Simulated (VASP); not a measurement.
# Si (Fd-3m) in VASP: a series of runs, part 2 of 3

VASP 6.6.1.

**4. Electric field gradients, PBE (volume scaled by 0.975)**

Input file INCAR:

```
  ALGO = Normal
  EDIFF = 1E-8
  ENCUT = 520
  GGA = PE
  ISIF = 2
  ISMEAR = -1
  LASPH = T
  LCHARG = F
  LEFG = T
  LREAL = F
  LWAVE = F
  NBANDS = 11
  NELM = 80
  PREC = Accurate
  SIGMA = 0.08
```

Input file KPOINTS:

```
k-points
0
Gamma
  12 12 12
```

Input file POSCAR:

```
Si
1.0
    0.0000000000      2.6926498455      2.6926498455
    2.6926498455      0.0000000000      2.6926498455
    2.6926498455      2.6926498455      0.0000000000
Si
2
Direct
    0.5000000000      0.5000000000      0.5000000000
    0.7500000000      0.7500000000      0.7500000000
```

Potentials or basis: VASP PAW PBE potentials, release 64 (Si).

The run is started by

```
cat potpaw_PBE.64/Si/POTCAR > POTCAR
mpirun -np 1 vasp_std > vasp.out
```

OUTCAR:

```text
EDIFF = 1E-8
   ENCUT = 520
   GGA = PE
   ISIF = 2
   ISMEAR = -1
   LASPH = T
   LREAL = F
   NELM = 80
   PREC = Accurate

 ion  position               nearest neighbor table
   1  0.500  0.500  0.500-   2 2.33   2 2.33   2 2.33   2 2.33
   2  0.750  0.750  0.750-   1 2.33   1 2.33   1 2.33   1 2.33

  LATTYP: Found a face centered cubic cell.
 ALAT       =     5.3852996910

  Lattice vectors:

 A1 = (   0.0000000000,   2.6926498455,   2.6926498455)
 A2 = (   2.6926498455,   0.0000000000,   2.6926498455)
 A3 = (   2.6926498455,   2.6926498455,   0.0000000000)

Analysis of symmetry for initial positions (statically):
=====================================================================
 Subroutine PRICEL returns:
 Original cell was already a primitive cell.

 Routine SETGRP: Setting up the symmetry group for a
 face centered cubic supercell.

 Subroutine GETGRP returns: Found 48 space group operations
 (whereof 24 operations were pure point group operations)
 out of a pool of 48 trial point group operations.

The static configuration has the point symmetry T_d .
 The point group associated with its full space group is O_h .

Analysis of symmetry for dynamics (positions and initial velocities):
=====================================================================
 Subroutine PRICEL returns:
 Original cell was already a primitive cell.

 Routine SETGRP: Setting up the symmetry group for a
 face centered cubic supercell.

 Subroutine GETGRP returns: Found 48 space group operations
 (whereof 24 operations were pure point group operations)
 out of a pool of 48 trial point group operations.

The dynamic configuration has the point symmetry T_d .
 The point group associated with its full space group is O_h .

 Subroutine INISYM returns: Found 48 space group operations
 (whereof 24 operations are pure point group operations),
 and found     1 'primitive' translations

----------------------------------------------------------------------------------------

                                     Primitive cell

  volume of cell :      39.0454

  direct lattice vectors                    reciprocal lattice vectors
     0.000000000  2.692649846  2.692649846    -0.185690687  0.185690687  0.185690687
     2.692649846  0.000000000  2.692649846     0.185690687 -0.185690687  0.185690687
     2.692649846  2.692649846  0.000000000     0.185690687  0.185690687 -0.185690687

  length of vectors
     3.807981930  3.807981930  3.807981930     0.321625705  0.321625705  0.321625705

  position of ions in fractional coordinates (direct lattice)
     0.500000000  0.500000000  0.500000000
     0.750000000  0.750000000  0.750000000

  ion indices of the primitive-cell ions
   primitive index   ion index
                 1           1
                 2           2

----------------------------------------------------------------------------------------

 KPOINTS: k-points

[... 75 lines left out ...]
   POTIM  = 0.5000    time-step for ionic-motion
   TEBEG  =    0.0;   TEEND  =   0.0 temperature during run
   PSTRESS=    0.0 pullay stress
   NELECT =       8.0000    total number of electrons
   NUPDOWN=      -1.0000    fix difference up-down
   EMIN   =  10.00;   EMAX   =-10.00  energy-range for DOS
   EFERMI =   0.00;   METHOD = LEGACY
   ISMEAR =    -1;   SIGMA  =   0.08  broadening in eV -4-tet -1-fermi 0-gaus
   EFERMI_NEDOS =   21; number of points for ismear=-14 and -15
   IALGO  =     38    algorithm
   IMIX   =      4    mixing-type and parameters
     AMIX     =   0.40;   BMIX     =  1.00
     AMIX_MAG =   1.60;   BMIX_MAG =  1.00
  volume/ion in A,a.u.               =      19.52       131.75
  Fermi-wavevector in a.u.,A,eV,Ry     =   0.965121  1.823814 12.673254  0.931458
  Thomas-Fermi vector in A             =   2.094810
   LORBIT       =      0    0 simple, 1 ext, 2 COOP (PROOUT), +10 PAW based schemes
   GGA     = PE    functional components
   LHFCALC =     F    Hartree Fock is set to
   AEXX    =    0.0000 exact exchange contribution
   IVDW    =     0    specifies the selected vdW correction
   LEPSILON=     F    determine dielectric tensor
   LRPA    =     F    only Hartree local field effects (RPA)
 non-spin polarized calculation
  energy-cutoff  :      520.00
  volume of cell :       39.05
 maximum number of plane-waves:      1067
   NGX = 15   NGY = 15   NGZ = 15

 number of electron       8.0000001 magnetization

 Free energy of the ion-electron system (eV)
  ---------------------------------------------------
  ext. energy  EPLUGINS =         0.00000000
  ---------------------------------------------------
  free energy    TOTEN  =       -10.82482624 eV

  energy without entropy =      -10.82447323  energy(sigma->0) =      -10.82464973

 E-fermi :   6.3391     XC(G=0):  -9.5082

 val. band max:        6.0832557619   @ k =   0.0000   0.0000   0.0000
 cond. band min:       6.6097529786   @ k =   0.4167   0.4167   0.0000
 fundamental gap:      0.5264972167
 Fermi energy:         6.3390946609

 k-point     1 :       0.0000    0.0000    0.0000
  band No.  band energies     occupation
      1      -6.0492      2.00000
      2       6.0833      1.92152
      3       6.0833      1.92152
      4       6.0833      1.92152
      5       8.6590      0.00000
      6       8.6590      0.00000
      7       8.6590      0.00000
      8       9.7504      0.00000
      9      13.8157      0.00000
     10      13.8157      0.00000
     11      14.1446      0.00000
[... 309 lines left out ...]
 k-point    24 :      -0.4167    0.1667    0.0000
  band No.  band energies     occupation
      1      -3.3750      2.00000
      2      -0.7814      2.00000
      3       3.0372      2.00000
      4       4.4583      2.00000
      5       8.2833      0.00000
      6      10.2128      0.00000
      7      10.4943      0.00000
      8      14.1613      0.00000
      9      14.7590      0.00000
     10      14.9285      0.00000
     11      17.3773      0.00000

 [... further k-points ...]
[... 5 lines left out ...]
  --------------------------------------------------------------------------------------
  -------------------------------------------------------------------------------------
  Total        1.1007594      1.1007594      1.1007594      0.0000000     -0.0000000      0.0000000
  in kB       45.1682594     45.1682594     45.1682594      0.0000000     -0.0000000      0.0000000
  external PRESSURE =      45.1682594 kB  Pullay stress =       0.0000000 kB

 VOLUME and BASIS-vectors are now :
 -----------------------------------------------------------------------------
  energy-cutoff  :      520.00
  volume of cell :       39.05
      direct lattice vectors                 reciprocal lattice vectors
     0.000000000  2.692649846  2.692649846    -0.185690687  0.185690687  0.185690687
     2.692649846  0.000000000  2.692649846     0.185690687 -0.185690687  0.185690687
     2.692649846  2.692649846  0.000000000     0.185690687  0.185690687 -0.185690687

 POSITION                                       TOTAL-FORCE (eV/Angst)
 -----------------------------------------------------------------------------------
      2.69265      2.69265      2.69265         0.000000      0.000000     -0.000000
      4.03897      4.03897      4.03897        -0.000000     -0.000000      0.000000
 -----------------------------------------------------------------------------------
    total drift:                                0.000000      0.000000     -0.000000

  FREE ENERGIE OF THE ION-ELECTRON SYSTEM (eV)
  ---------------------------------------------------
  free  energy   TOTEN  =       -10.8248262390 eV

  energy  without entropy=      -10.8244732285  energy(sigma->0) =      -10.82464973

 Electric field gradients (V/A^2)
---------------------------------------------------------------------
 ion       V_xx      V_yy      V_zz      V_xy      V_xz      V_yz
---------------------------------------------------------------------
   1      -0.000     0.000     0.000    -0.000    -0.000    -0.000
   2      -0.000     0.000     0.000    -0.000    -0.000    -0.000
---------------------------------------------------------------------

 Electric field gradients after diagonalization (V/A^2)
 (convention: |V_zz| > |V_xx| > |V_yy|)
----------------------------------------------------------------------
 ion       V_xx      V_yy      V_zz     asymmetry (V_yy - V_xx)/ V_zz
----------------------------------------------------------------------
   1       0.000     0.000    -0.000       0.000
   2       0.000     0.000    -0.000       0.000
----------------------------------------------------------------------

           NMR quadrupolar parameters

 Cq : quadrupolar parameter    Cq=e*Q*V_zz/h
 eta: asymmetry parameters     (V_yy - V_xx)/ V_zz
 Q  : nuclear electric quadrupole moment in mb (millibarn)
----------------------------------------------------------------------
 ion       Cq(MHz)       eta       Q (mb)
----------------------------------------------------------------------
   1      -0.000       0.000       1.000
   2      -0.000       0.000       1.000
----------------------------------------------------------------------
```

stdout:

```text
POSCAR found type information on POSCAR Si
 POSCAR found :  1 types and       2 ions
 scaLAPACK will be used
 LDA part: xc-table for (Slater+PW92), standard interpolation
 POSCAR, INCAR and KPOINTS ok, starting setup
 FFT: planning ... GRIDC
 FFT: planning ... GRID_SOFT
 FFT: planning ... GRID
 WAVECAR not read
 entering main loop
ion   1

ion   2
```

It took 15 s on 1 thread of AMD EPYC 9R45 (Zen 5), shared host; peak memory 0.13 GiB.

What came out:

| Quantity | Value |
| --- | --- |
| Free energy | -10.8248 eV |
| Pressure | 4.5 GPa |
| Band gap on the k mesh | 0.53 eV, indirect (least direct gap 2.58 eV) |

Caveat: the cell differs from its parent crystal (volume scaled by 0.975); without QUAD_EFG the Cq values of the log hold for a quadrupole moment of 1 mb, not for the nuclei. A k mesh can miss the band edges.

**5. Electric field gradients, PBE**

This run uses another cell than the first one, of 20.02 Å³/atom, 1.053 times its volume.

Input file INCAR:

```
SYSTEM = Si
PREC     = Accurate       ! precision mode
ENCUT    = 520            ! plane-wave cutoff, eV
EDIFF    = 1E-8           ! SCF threshold, eV
ISMEAR   = -1             ! smearing method
SIGMA    = 0.08           ! smearing width, eV
LREAL    = .FALSE.        ! projectors in reciprocal space
LASPH    = .TRUE.         ! aspherical terms in the spheres
NELM     = 100            ! most SCF steps
ALGO     = Normal         ! electronic algorithm
ISIF     = 2              ! what is computed and relaxed
LWAVE    = .FALSE.        ! write WAVECAR
LCHARG   = .FALSE.        ! write CHGCAR
GGA      = PE             ! functional
LEFG     = .TRUE.       
NBANDS   = 11             ! bands
```

Input file KPOINTS:

```
Automatic mesh
0
G
  12 12 12
  0 0 0
```

Input file POSCAR:

```
Si
1.0
    0.0000000000      2.7154700000      2.7154700000
    2.7154700000      0.0000000000      2.7154700000
    2.7154700000      2.7154700000      0.0000000000
Si
2
Direct
    0.5000000000      0.5000000000      0.5000000000
    0.7500000000      0.7500000000      0.7500000000
```

Potentials or basis: VASP PAW PBE potentials, release 64 (Si).

The run is started by

```
cat potpaw_PBE.64/Si/POTCAR > POTCAR
mpirun -np 1 vasp_std > vasp.out
```

OUTCAR:

```text
SYSTEM = Si
   PREC = Accurate
   ENCUT = 520
   EDIFF = 1E-8
   ISMEAR = -1
   LREAL = .FALSE.
   LASPH = .TRUE.
   NELM = 100
   ISIF = 2
   GGA = PE

 ion  position               nearest neighbor table
   1  0.500  0.500  0.500-   2 2.35   2 2.35   2 2.35   2 2.35
   2  0.750  0.750  0.750-   1 2.35   1 2.35   1 2.35   1 2.35

  LATTYP: Found a face centered cubic cell.
 ALAT       =     5.4309400000

  Lattice vectors:

 A1 = (   0.0000000000,   2.7154700000,   2.7154700000)
 A2 = (   2.7154700000,   0.0000000000,   2.7154700000)
 A3 = (   2.7154700000,   2.7154700000,   0.0000000000)

Analysis of symmetry for initial positions (statically):
=====================================================================
 Subroutine PRICEL returns:
 Original cell was already a primitive cell.

 Routine SETGRP: Setting up the symmetry group for a
 face centered cubic supercell.

 Subroutine GETGRP returns: Found 48 space group operations
 (whereof 24 operations were pure point group operations)
 out of a pool of 48 trial point group operations.

The static configuration has the point symmetry T_d .
 The point group associated with its full space group is O_h .

Analysis of symmetry for dynamics (positions and initial velocities):
=====================================================================
 Subroutine PRICEL returns:
 Original cell was already a primitive cell.

 Routine SETGRP: Setting up the symmetry group for a
 face centered cubic supercell.

 Subroutine GETGRP returns: Found 48 space group operations
 (whereof 24 operations were pure point group operations)
 out of a pool of 48 trial point group operations.

The dynamic configuration has the point symmetry T_d .
 The point group associated with its full space group is O_h .

 Subroutine INISYM returns: Found 48 space group operations
 (whereof 24 operations are pure point group operations),
 and found     1 'primitive' translations

----------------------------------------------------------------------------------------

                                     Primitive cell

  volume of cell :      40.0465

  direct lattice vectors                    reciprocal lattice vectors
     0.000000000  2.715470000  2.715470000    -0.184130187  0.184130187  0.184130187
     2.715470000  0.000000000  2.715470000     0.184130187 -0.184130187  0.184130187
     2.715470000  2.715470000  0.000000000     0.184130187  0.184130187 -0.184130187

  length of vectors
     3.840254502  3.840254502  3.840254502     0.318922840  0.318922840  0.318922840

  position of ions in fractional coordinates (direct lattice)
     0.500000000  0.500000000  0.500000000
     0.750000000  0.750000000  0.750000000

  ion indices of the primitive-cell ions
   primitive index   ion index
                 1           1
                 2           2

----------------------------------------------------------------------------------------

 KPOINTS: Automatic mesh

Automatic generation of k-mesh.
 Grid dimensions read from file:
 generate k-points for:   12   12   12

 Generating k-lattice:

[... 75 lines left out ...]
   EFERMI =   0.00;   METHOD = LEGACY
   ISMEAR =    -1;   SIGMA  =   0.08  broadening in eV -4-tet -1-fermi 0-gaus
   EFERMI_NEDOS =   21; number of points for ismear=-14 and -15
   IALGO  =     38    algorithm
   IMIX   =      4    mixing-type and parameters
     AMIX     =   0.40;   BMIX     =  1.00
     AMIX_MAG =   1.60;   BMIX_MAG =  1.00
  volume/ion in A,a.u.               =      20.02       135.12
  Fermi-wavevector in a.u.,A,eV,Ry     =   0.957010  1.808487 12.461143  0.915868
  Thomas-Fermi vector in A             =   2.085990
   LORBIT       =      0    0 simple, 1 ext, 2 COOP (PROOUT), +10 PAW based schemes
   GGA     = PE    functional components
   LHFCALC =     F    Hartree Fock is set to
   AEXX    =    0.0000 exact exchange contribution
   IVDW    =     0    specifies the selected vdW correction
   LEPSILON=     F    determine dielectric tensor
   LRPA    =     F    only Hartree local field effects (RPA)
 non-spin polarized calculation
  energy-cutoff  :      520.00
  volume of cell :       40.05
 maximum number of plane-waves:      1090
 NGX is ok and might be reduce to    30
   NGX = 15   NGY = 15   NGZ = 15

 number of electron       8.0000000 magnetization

 Free energy of the ion-electron system (eV)
  ---------------------------------------------------
  ext. energy  EPLUGINS =         0.00000000
  ---------------------------------------------------
  free energy    TOTEN  =       -10.84483380 eV

  energy without entropy =      -10.84455124  energy(sigma->0) =      -10.84469252

 E-fermi :   6.1040     XC(G=0):  -9.4087

 val. band max:        5.8241649045   @ k =   0.0000   0.0000   0.0000
 cond. band min:       6.3975983896   @ k =   0.4167   0.4167   0.0000
 fundamental gap:      0.5734334850
 Fermi energy:         6.1040015300

 k-point     1 :       0.0000    0.0000    0.0000
  band No.  band energies     occupation
      1      -6.1322      2.00000
      2       5.8242      1.94126
      3       5.8242      1.94126
      4       5.8242      1.94126
      5       8.3900      0.00000
      6       8.3900      0.00000
      7       8.3900      0.00000
      8       9.1965      0.00000
      9      13.5443      0.00000
     10      13.5443      0.00000
     11      13.7840      0.00000
[... 309 lines left out ...]
 k-point    24 :      -0.4167    0.1667    0.0000
  band No.  band energies     occupation
      1      -3.5275      2.00000
      2      -0.9366      2.00000
      3       2.8369      2.00000
      4       4.2344      2.00000
      5       8.0128      0.00000
      6       9.8934      0.00000
      7      10.2205      0.00000
      8      13.8030      0.00000
      9      14.3831      0.00000
     10      14.6086      0.00000
     11      16.9935      0.00000

 [... further k-points ...]
[... 5 lines left out ...]
  --------------------------------------------------------------------------------------
  -------------------------------------------------------------------------------------
  Total        0.4812294      0.4812294      0.4812294     -0.0000000      0.0000000     -0.0000000
  in kB       19.2529676     19.2529676     19.2529676     -0.0000000      0.0000000     -0.0000000
  external PRESSURE =      19.2529676 kB  Pullay stress =       0.0000000 kB

 VOLUME and BASIS-vectors are now :
 -----------------------------------------------------------------------------
  energy-cutoff  :      520.00
  volume of cell :       40.05
      direct lattice vectors                 reciprocal lattice vectors
     0.000000000  2.715470000  2.715470000    -0.184130187  0.184130187  0.184130187
     2.715470000  0.000000000  2.715470000     0.184130187 -0.184130187  0.184130187
     2.715470000  2.715470000  0.000000000     0.184130187  0.184130187 -0.184130187

 POSITION                                       TOTAL-FORCE (eV/Angst)
 -----------------------------------------------------------------------------------
      2.71547      2.71547      2.71547         0.000000      0.000000      0.000000
      4.07320      4.07320      4.07320        -0.000000     -0.000000     -0.000000
 -----------------------------------------------------------------------------------
    total drift:                               -0.000000     -0.000000     -0.000000

  FREE ENERGIE OF THE ION-ELECTRON SYSTEM (eV)
  ---------------------------------------------------
  free  energy   TOTEN  =       -10.8448337998 eV

  energy  without entropy=      -10.8445512401  energy(sigma->0) =      -10.84469252

 Electric field gradients (V/A^2)
---------------------------------------------------------------------
 ion       V_xx      V_yy      V_zz      V_xy      V_xz      V_yz
---------------------------------------------------------------------
   1       0.000     0.000     0.000     0.000     0.000     0.000
   2       0.000     0.000     0.000     0.000     0.000     0.000
---------------------------------------------------------------------

 Electric field gradients after diagonalization (V/A^2)
 (convention: |V_zz| > |V_xx| > |V_yy|)
----------------------------------------------------------------------
 ion       V_xx      V_yy      V_zz     asymmetry (V_yy - V_xx)/ V_zz
----------------------------------------------------------------------
   1      -0.000    -0.000     0.000       0.000
   2      -0.000    -0.000     0.000       0.000
----------------------------------------------------------------------

           NMR quadrupolar parameters

 Cq : quadrupolar parameter    Cq=e*Q*V_zz/h
 eta: asymmetry parameters     (V_yy - V_xx)/ V_zz
 Q  : nuclear electric quadrupole moment in mb (millibarn)
----------------------------------------------------------------------
 ion       Cq(MHz)       eta       Q (mb)
----------------------------------------------------------------------
   1       0.000       0.000       1.000
   2       0.000       0.000       1.000
----------------------------------------------------------------------
```

Run time: 18 s. Hardware: 1 thread of AMD EPYC 9R45 (Zen 5), shared host; peak memory 0.14 GiB.

What came out:

```
Free energy            : -10.8448 eV
Pressure               : 1.9 GPa
Band gap on the k mesh : 0.57 eV, indirect (least direct gap 2.57 eV)
```

Caveat: without QUAD_EFG the Cq values of the log hold for a quadrupole moment of 1 mb, not for the nuclei. A k mesh can miss the band edges.

(Continued in part 3 of 3.)
